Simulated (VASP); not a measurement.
The system is GaAs.

```
Ga As
1.0
     3.33662    0.00000    0.00000
    -1.66831    2.88960    0.00000
     0.00000    0.00000    7.20710
Ga As
2 2
Direct
  0.00000 0.00000 0.00000
  0.00000 0.00000 0.50000
  0.33333 0.66667 0.25000
  0.66667 0.33333 0.75000
```

- Program: VASP 6.6.1
- Task: relaxation of cell and atoms
- Functional: PBE
- Potentials or basis: VASP PAW PBE potentials, release 64 (Ga_d, As)
- Cutoff: 600 eV
- k mesh: 6 × 6 × 4
- Occupations: gaussian, width 0.1 eV
- Spin: no spin polarisation

At the start: pressure 11.2 GPa; volume 17.37 Å³/atom.

How do energy, volume and symmetry change on relaxing?

Over 8 steps the energy falls by 184.0 meV/atom and the volume is 19.81 Å³/atom (+14.0 %); space group P6_3/mmc (No. 194, to 0.05 Å).

Step by step:
```csv
step,energy change (eV),largest force (eV/Å),pressure (GPa),volume (Å³)
1,0.0000,0.0000,11.22,69.49
2,-0.4551,0.0000,-2.57,82.35
3,-0.4564,0.0000,-2.02,81.54
4,-0.6181,0.0000,-1.32,80.77
5,-0.6689,0.0000,-0.88,80.27
6,-0.7348,0.0000,0.31,79.12
7,-0.7356,0.0000,0.03,79.33
8,-0.7360,0.0000,0.16,79.25
```

Final structure:
```yaml
crystal:
  lattice:
    - [3.74609, 0.00000, 0.00000]
    - [-1.87305, 3.24421, 0.00000]
    - [0.00000, 0.00000, 6.52071]
  atoms:
    - { symbol: Ga, position: [0.00000, 0.00000, 0.00000] }
    - { symbol: Ga, position: [0.00000, 0.00000, 0.50000] }
    - { symbol: As, position: [0.33333, 0.66667, 0.25000] }
    - { symbol: As, position: [0.66667, 0.33333, 0.75000] }
```

Caveat: the k points lie up to 0.32 Å⁻¹ apart in the final cell.
